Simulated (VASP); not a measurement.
# In (Im-3m) in VASP: a series of runs

The runs below take In through single point, relaxation of cell and atoms, with PBE.

Program: VASP 6.6.1. These are calculated values, not measurements. Logs are shortened: lines on timing, memory, paths and dates and some standing lists are left out, and cuts for length are marked.

## (1) The cell of the first run

It takes space group Im-3m (No. 229, cubic). The conventional cell has a = 2.855 Å, b = 2.855 Å, c = 2.855 Å, α = 90.00°, β = 90.00°, γ = 90.00°. In (site symmetry m-3m) has 14 In at 2.47 to 2.86 Å within 3.3 Å.

This isn't the form of In at room conditions, which is tetragonal.

## (2) Single point, PBE

File INCAR:

```
SYSTEM = In
ALGO = Normal ; EDIFF = 1E-6
ENCUT = 520 ; GGA = PE
ISIF = 2 ; ISMEAR = -1
LASPH = .TRUE. ; LCHARG = .FALSE.
LREAL = .FALSE. ; LWAVE = .FALSE.
NBANDS = 12 ; NELM = 80
PREC = Accurate ; SIGMA = 0.05
```

File KPOINTS:

```
k-points
0
G
  19 19 19
  0 0 0
```

File POSCAR:

```
In
1.0
   -1.4276278164      1.4276278164      1.4276278164
    1.4276278164     -1.4276278164      1.4276278164
    1.4276278164      1.4276278164     -1.4276278164
In
1
Direct
    0.0000000000      0.0000000000      0.0000000000
```

Potentials or basis: VASP PAW PBE potentials, release 64 (In_d).

Launch:

```console
$ cat potpaw_PBE.64/In_d/POTCAR > POTCAR
$ mpirun -np 1 vasp_std > vasp.out
```

OUTCAR:

```text
SYSTEM = In
   EDIFF = 1E-6
   ENCUT = 520
   GGA = PE
   ISIF = 2
   ISMEAR = -1
   LASPH = .TRUE.
   LREAL = .FALSE.
   NELM = 80
   PREC = Accurate

 ion  position               nearest neighbor table
   1  0.000  0.000  0.000-

  LATTYP: Found a body centered cubic cell.
 ALAT       =     2.8552556328

  Lattice vectors:

 A1 = (  -1.4276278164,   1.4276278164,   1.4276278164)
 A2 = (   1.4276278164,  -1.4276278164,   1.4276278164)
 A3 = (   1.4276278164,   1.4276278164,  -1.4276278164)

Analysis of symmetry for initial positions (statically):
=====================================================================
 Subroutine PRICEL returns:
 Original cell was already a primitive cell.

 Routine SETGRP: Setting up the symmetry group for a
 body centered cubic supercell.

 Subroutine GETGRP returns: Found 48 space group operations
 (whereof 48 operations were pure point group operations)
 out of a pool of 48 trial point group operations.

The static configuration has the point symmetry O_h .

Analysis of symmetry for dynamics (positions and initial velocities):
=====================================================================
 Subroutine PRICEL returns:
 Original cell was already a primitive cell.

 Routine SETGRP: Setting up the symmetry group for a
 body centered cubic supercell.

 Subroutine GETGRP returns: Found 48 space group operations
 (whereof 48 operations were pure point group operations)
 out of a pool of 48 trial point group operations.

The dynamic configuration has the point symmetry O_h .

 Subroutine INISYM returns: Found 48 space group operations
 (whereof 48 operations are pure point group operations),
 and found     1 'primitive' translations

----------------------------------------------------------------------------------------

                                     Primitive cell

  volume of cell :      11.6387

  direct lattice vectors                    reciprocal lattice vectors
    -1.427627816  1.427627816  1.427627816     0.000000000  0.350231338  0.350231338
     1.427627816 -1.427627816  1.427627816     0.350231338  0.000000000  0.350231338
     1.427627816  1.427627816 -1.427627816     0.350231338  0.350231338  0.000000000

  length of vectors
     2.472723912  2.472723912  2.472723912     0.495301908  0.495301908  0.495301908

  position of ions in fractional coordinates (direct lattice)
     0.000000000  0.000000000  0.000000000
[... 81 lines left out ...]
   NFREE  =      0    steps in history (QN), initial steepest desc. (CG)
   ISIF   =      2    stress and relaxation
   ISYM   =      2    0-nonsym 1-usesym 2-fastsym
   POTIM  = 0.5000    time-step for ionic-motion
   TEBEG  =    0.0;   TEEND  =   0.0 temperature during run
   PSTRESS=    0.0 pullay stress
   NELECT =      13.0000    total number of electrons
   NUPDOWN=      -1.0000    fix difference up-down
   EMIN   =  10.00;   EMAX   =-10.00  energy-range for DOS
   EFERMI =   0.00;   METHOD = LEGACY
   ISMEAR =    -1;   SIGMA  =   0.05  broadening in eV -4-tet -1-fermi 0-gaus
   EFERMI_NEDOS =   21; number of points for ismear=-14 and -15
   IALGO  =     38    algorithm
   IMIX   =      4    mixing-type and parameters
     AMIX     =   0.40;   BMIX     =  1.00
     AMIX_MAG =   1.60;   BMIX_MAG =  1.00
  volume/ion in A,a.u.               =      11.64        78.54
  Fermi-wavevector in a.u.,A,eV,Ry     =   1.698586  3.209863 39.255467  2.885195
  Thomas-Fermi vector in A             =   2.779059
   LORBIT       =      0    0 simple, 1 ext, 2 COOP (PROOUT), +10 PAW based schemes
   GGA     = PE    functional components
   LHFCALC =     F    Hartree Fock is set to
   AEXX    =    0.0000 exact exchange contribution
   IVDW    =     0    specifies the selected vdW correction
   LEPSILON=     F    determine dielectric tensor
   LRPA    =     F    only Hartree local field effects (RPA)
 non-spin polarized calculation
  energy-cutoff  :      520.00
  volume of cell :       11.64
 maximum number of plane-waves:       329
   NGX =  9   NGY =  9   NGZ =  9

 number of electron      13.0000014 magnetization

 Free energy of the ion-electron system (eV)
  ---------------------------------------------------
  ext. energy  EPLUGINS =         0.00000000
  ---------------------------------------------------
  free energy    TOTEN  =         3.40772638 eV

  energy without entropy =        3.41006936  energy(sigma->0) =        3.40889787

 E-fermi :  22.6082     XC(G=0): -14.7771

 val. band max:       22.5993081477   @ k =  -0.3684  -0.4737   0.2105
 cond. band min:      22.6607471384   @ k =   0.2632   0.2632   0.0526
 fundamental gap:      0.0614389907
 Fermi energy:        22.6082041695

 k-point     1 :       0.0000    0.0000    0.0000
  band No.  band energies     occupation
      1       4.0201      2.00000
      2       4.1149      2.00000
      3       4.1149      2.00000
      4       4.1149      2.00000
      5       5.7921      2.00000
      6       5.7921      2.00000
      7      35.5274      0.00000
      8      35.5274      0.00000
      9      35.5274      0.00000
     10      44.5675      0.00000
     11      44.5675      0.00000
     12      45.7864      0.00000
[... 331 lines left out ...]
 k-point    24 :       0.3158    0.1053    0.0000
  band No.  band energies     occupation
      1       3.2440      2.00000
      2       3.4726      2.00000
      3       5.5653      2.00000
      4       5.7279      2.00000
      5       6.2349      2.00000
      6      11.2000      2.00000
      7      23.4321      0.00000
      8      29.8946      0.00000
      9      32.8466      0.00000
     10      38.4981      0.00000
     11      42.7151      0.00000
     12      43.5591      0.00000

 [... further k-points ...]

------------------------ aborting loop because EDIFF is reached ----------------------------------------

  FORCE on cell =-STRESS in cart. coord.  units (eV):
  Direction    XX          YY          ZZ          XY          YZ          ZX
  --------------------------------------------------------------------------------------
  -------------------------------------------------------------------------------------
  Total       20.4395070     20.4395070     20.4395070      0.0000000     -0.0000000      0.0000000
  in kB     2813.6884224   2813.6884224   2813.6884224      0.0000000     -0.0000000      0.0000000
  external PRESSURE =    2813.6884224 kB  Pullay stress =       0.0000000 kB

 VOLUME and BASIS-vectors are now :
 -----------------------------------------------------------------------------
  energy-cutoff  :      520.00
  volume of cell :       11.64
      direct lattice vectors                 reciprocal lattice vectors
    -1.427627816  1.427627816  1.427627816     0.000000000  0.350231338  0.350231338
     1.427627816 -1.427627816  1.427627816     0.350231338  0.000000000  0.350231338
     1.427627816  1.427627816 -1.427627816     0.350231338  0.350231338  0.000000000

 POSITION                                       TOTAL-FORCE (eV/Angst)
 -----------------------------------------------------------------------------------
      0.00000      0.00000      0.00000        -0.000000      0.000000     -0.000000
 -----------------------------------------------------------------------------------
    total drift:                                0.000000      0.000000      0.000000

  FREE ENERGIE OF THE ION-ELECTRON SYSTEM (eV)
  ---------------------------------------------------
  free  energy   TOTEN  =         3.4077263828 eV

  energy  without entropy=        3.4100693606  energy(sigma->0) =        3.40889787
```

OSZICAR:

```text
N       E                     dE             d eps       ncg     rms          rms(c)
DAV:   1     0.789265341353E+02    0.78927E+02   -0.61919E+03  5604   0.175E+03
DAV:   2     0.572905237091E+01   -0.73197E+02   -0.70521E+02  5624   0.314E+02
DAV:   3     0.310343676507E+01   -0.26256E+01   -0.26153E+01  6204   0.608E+01
DAV:   4     0.306407055469E+01   -0.39366E-01   -0.39351E-01  6376   0.674E+00
DAV:   5     0.306281921366E+01   -0.12513E-02   -0.12513E-02  7108   0.110E+00    0.129E+01
DAV:   6     0.329338588087E+01    0.23057E+00   -0.96934E-02  8308   0.980E+00    0.676E+00
DAV:   7     0.340210280292E+01    0.10872E+00   -0.48193E-02  8632   0.665E+00    0.897E-01
DAV:   8     0.340766571568E+01    0.55629E-02   -0.38612E-03  6384   0.112E+00    0.193E-01
DAV:   9     0.340766179965E+01   -0.39160E-05   -0.45370E-05  6284   0.817E-02    0.118E-01
DAV:  10     0.340771620859E+01    0.54409E-04   -0.10961E-05  7624   0.869E-02    0.191E-02
DAV:  11     0.340772501495E+01    0.88064E-05   -0.15786E-06  5336   0.277E-02    0.446E-03
DAV:  12     0.340772619096E+01    0.11760E-05   -0.15205E-07  3252   0.759E-03    0.635E-03
DAV:  13     0.340772638283E+01    0.19187E-06   -0.80300E-08  3068   0.609E-03
   1 F= 0.34077264E+01 E0= 0.34088979E+01  d E =-.234298E-02
```

Run time: 40 s. Hardware: 1 thread of Intel Xeon 8259CL, shared host; peak memory 0.14 GiB.

What came out:

| Quantity | Value |
| --- | --- |
| Free energy | 3.4077 eV |
| Pressure | 281.4 GPa |
| Band gap on the k mesh | zero (an odd number of electrons rules out a gap without spin polarisation) |

Caveat: the cell stands under pressure; spin-orbit coupling is left out, which moves the levels of the heavy elements.

## (3) Single point, PBE

File INCAR:

```
PREC = Accurate
ENCUT = 520
EDIFF = 1E-6
ISMEAR = -1
SIGMA = 0.05
LREAL = False
LASPH = True
NELM = 80
ALGO = Normal
ISIF = 2
LWAVE = False
LCHARG = False
GGA = PE
NBANDS = 12
```

File KPOINTS:

```
Automatic mesh
0
Gamma
  19 19 19
```

File POSCAR:

```
In
1.0
   -1.4275142948      1.4275142948      1.4275142948
    1.4275142948     -1.4275142948      1.4275142948
    1.4275142948      1.4275142948     -1.4275142948
In
1
Direct
    0.0000000000      0.0000000000      0.0000000000
```

Potentials or basis: VASP PAW PBE potentials, release 64 (In_d).

Launch:

```console
$ cat potpaw_PBE.64/In_d/POTCAR > POTCAR
$ mpirun -np 1 vasp_std > vasp.out
```

OUTCAR:

```text
PREC = Accurate
   ENCUT = 520
   EDIFF = 1E-6
   ISMEAR = -1
   LREAL = False
   LASPH = True
   NELM = 80
   ISIF = 2
   GGA = PE

 ion  position               nearest neighbor table
   1  0.000  0.000  0.000-

  LATTYP: Found a body centered cubic cell.
 ALAT       =     2.8550285896

  Lattice vectors:

 A1 = (  -1.4275142948,   1.4275142948,   1.4275142948)
 A2 = (   1.4275142948,  -1.4275142948,   1.4275142948)
[... 536 lines left out ...]
     10      38.5060      0.00000
     11      42.7238      0.00000
     12      43.5674      0.00000

 [... further k-points ...]

------------------------ aborting loop because EDIFF is reached ----------------------------------------

  FORCE on cell =-STRESS in cart. coord.  units (eV):
  Direction    XX          YY          ZZ          XY          YZ          ZX
  --------------------------------------------------------------------------------------
  -------------------------------------------------------------------------------------
  Total       20.4526398     20.4526398     20.4526398      0.0000000      0.0000000     -0.0000000
  in kB     2816.1680281   2816.1680281   2816.1680281      0.0000000      0.0000000     -0.0000000
  external PRESSURE =    2816.1680281 kB  Pullay stress =       0.0000000 kB

 VOLUME and BASIS-vectors are now :
 -----------------------------------------------------------------------------
  energy-cutoff  :      520.00
  volume of cell :       11.64
      direct lattice vectors                 reciprocal lattice vectors
    -1.427514295  1.427514295  1.427514295     0.000000000  0.350259190  0.350259190
     1.427514295 -1.427514295  1.427514295     0.350259190  0.000000000  0.350259190
     1.427514295  1.427514295 -1.427514295     0.350259190  0.350259190  0.000000000

 POSITION                                       TOTAL-FORCE (eV/Angst)
 -----------------------------------------------------------------------------------
      0.00000      0.00000      0.00000         0.000000      0.000000      0.000000
 -----------------------------------------------------------------------------------
    total drift:                                0.000000      0.000000      0.000000

  FREE ENERGIE OF THE ION-ELECTRON SYSTEM (eV)
  ---------------------------------------------------
  free  energy   TOTEN  =         3.4126091424 eV

  energy  without entropy=        3.4149527242  energy(sigma->0) =        3.41378093
```

Wall time 43 s (1 thread of Intel Xeon 8259CL, shared host); peak memory 0.14 GiB.

Results:

| Item | Value |
| --- | --- |
| Free energy | 3.4126 eV |
| Pressure | 281.6 GPa |
| Band gap on the k mesh | zero (an odd number of electrons rules out a gap without spin polarisation) |

Caveat: the cell stands under pressure; spin-orbit coupling is left out, which moves the levels of the heavy elements.

## (4) Relaxation of cell and atoms, PBE, target pressure 280 GPa, at which the enthalpy is minimised

File INCAR:

```
SYSTEM = In
PREC = Accurate ; ENCUT = 600
EDIFF = 1E-6 ; ISMEAR = -1
SIGMA = 0.05 ; LREAL = .False.
LASPH = .True. ; NELM = 80
ALGO = Normal ; ISIF = 3
LWAVE = .False. ; LCHARG = .False.
GGA = PE ; IBRION = 2
NSW = 32 ; EDIFFG = -0.005
PSTRESS = 2800.0
```

File KPOINTS:

```
regular mesh
0
Gamma
  19 19 19
  0 0 0
```

File POSCAR:

```
In
1.0
   -1.4276278164      1.4276278164      1.4276278164
    1.4276278164     -1.4276278164      1.4276278164
    1.4276278164      1.4276278164     -1.4276278164
In
1
Direct
    0.0000000000      0.0000000000      0.0000000000
```

Launch:

```console
$ cat potpaw_PBE.64/In_d/POTCAR > POTCAR
$ mpirun -np 1 vasp_std > vasp.out
```

Wall time 78 s (1 thread of Intel Xeon 8259CL, shared host); peak memory 0.16 GiB.

It converged, with:

```yaml
Free_energy: 3.3778 eV
Relaxed_volume: 11.66 Å³/atom
Relaxed_cell: a = 2.474 Å, b = 2.474 Å, c = 2.474 Å, α = 109.47°, β = 109.47°, γ = 109.47°
Space_group_after_relaxing_to_0.1_Å: Im-3m (No. 229)
Energy_change_on_relaxing_the_run_minimises_the_enthalpy: -29.7 meV/atom
Ionic_steps: 4
Pressure_after_relaxing: 280.0 GPa
Band_gap_on_the_k_mesh: zero (an odd number of electrons rules out a gap without spin polarisation)
```

Step by step:
```csv
step,energy change (eV),largest force (eV/Å),pressure (GPa),volume (Å³)
1,0.0000,0.0000,280.89,11.64
2,-0.1890,0.0000,271.98,11.75
3,-0.0222,0.0000,280.38,11.65
4,-0.0297,0.0000,279.96,11.66
```

Final structure:
```
In
1.0
    -1.42832    1.42832    1.42832
     1.42832   -1.42832    1.42832
     1.42832    1.42832   -1.42832
In
1
Direct
  0.00000 0.00000 0.00000
```

Levels at points of the mesh, in eV from the Fermi level:
| k point | band 4 | band 5 | band 6 | band 7 | band 8 | band 9 |
| --- | --- | --- | --- | --- | --- | --- |
| (0.00, 0.00, 0.00) | -18.48 | -16.81 | -16.81 | 12.93 | 12.93 | 12.93 |

Caveat: the cell is relaxed towards a set pressure, so the run minimises the enthalpy, not the energy; spin-orbit coupling is left out, which moves the levels of the heavy elements.

## (5) Relaxation of cell and atoms, PBE, target pressure 280 GPa, at which the enthalpy is minimised

This run uses another cell than the first one, of 11.69 Å³/atom.

File INCAR:

```
SYSTEM = In
PREC = Accurate
ENCUT = 600
EDIFF = 1E-6
ISMEAR = -1
SIGMA = 0.05
LREAL = .FALSE.
LASPH = .TRUE.
NELM = 80
ALGO = Normal
ISIF = 3
LWAVE = .FALSE.
LCHARG = .FALSE.
GGA = PE
IBRION = 2
NSW = 60
EDIFFG = -0.005
PSTRESS = 2800.0
```

File KPOINTS:

```
Automatic mesh
0
G
  19 19 19
  0 0 0
```

File POSCAR:

```
In
1.0
   -1.4298080965      1.4298080965      1.4298080965
    1.4298080965     -1.4298080965      1.4298080965
    1.4298080965      1.4298080965     -1.4298080965
In
1
Direct
    0.0000000000      0.0000000000      0.0000000000
```

Launch:

```console
$ cat potpaw_PBE.64/In_d/POTCAR > POTCAR
$ mpirun -np 1 vasp_std > vasp.out
```

Wall time 73 s (1 thread of Intel Xeon 8259CL, shared host); peak memory 0.16 GiB.

It converged, with:

| Item | Value |
| --- | --- |
| Free energy | 3.3784 eV |
| Relaxed volume | 11.66 Å³/atom |
| Relaxed cell | a = 2.474 Å, b = 2.474 Å, c = 2.474 Å, α = 109.47°, β = 109.47°, γ = 109.47° |
| Space group after relaxing (to 0.1 Å) | Im-3m (No. 229) |
| Energy change on relaxing (the run minimises the enthalpy) | +64.0 meV/atom |
| Ionic steps | 4 |
| Pressure after relaxing | 280.0 GPa |
| Band gap on the k mesh | zero (an odd number of electrons rules out a gap without spin polarisation) |

The path:
| step | energy change (eV) | largest force (eV/Å) | pressure (GPa) | volume (Å³) |
| --- | --- | --- | --- | --- |
| 1 | 0.0000 | 0.0000 | 276.22 | 11.69 |
| 2 | 0.8561 | 0.0000 | 320.54 | 11.23 |
| 3 | 0.0700 | 0.0000 | 280.35 | 11.65 |
| 4 | 0.0640 | 0.0000 | 280.00 | 11.66 |

Final structure:
```yaml
crystal:
  lattice:
    - [-1.42831, 1.42831, 1.42831]
    - [1.42831, -1.42831, 1.42831]
    - [1.42831, 1.42831, -1.42831]
  atoms:
    - { symbol: In, position: [0.00000, 0.00000, 0.00000] }
```

Levels at points of the mesh, in eV from the Fermi level:
```csv
k point,band 4,band 5,band 6,band 7,band 8,band 9
"(0.00, 0.00, 0.00)",-18.48,-16.81,-16.81,12.93,12.93,12.93
```

Caveat: the cell is relaxed towards a set pressure, so the run minimises the enthalpy, not the energy; spin-orbit coupling is left out, which moves the levels of the heavy elements.

## (6) The runs side by side

| task | cell | cutoff (eV) | gap on the mesh (eV) | pressure (GPa) |
| --- | --- | --- | --- | --- |
| single point | a = 2.473 Å, angles 109.5°, 1 atom | 520 | none | 281.6 |
| relaxation of cell and atoms | relaxed to 280 GPa from a = 2.473 Å, angles 109.5°, 1 atom | 600 | none | 280.0 |
| relaxation of cell and atoms | relaxed to 280 GPa from a = 2.477 Å, angles 109.5°, 1 atom | 600 | none | 280.0 |

Alike in all rows: level PBE; potentials or basis VASP PAW PBE potentials, release 64 (In_d); no spin polarisation; k mesh 19 × 19 × 19; smearing fermi-dirac 0.05 eV.

Caveats: spin-orbit coupling is left out, which moves the levels of the heavy elements; the cell is relaxed towards a set pressure, so the run minimises the enthalpy, not the energy (at least some runs); the cell stands under pressure (at least some runs).

Absolute energies hang on the potentials; compare differences alone.

The gap in the log of VASP goes by the Fermi energy; the results here count the filled bands.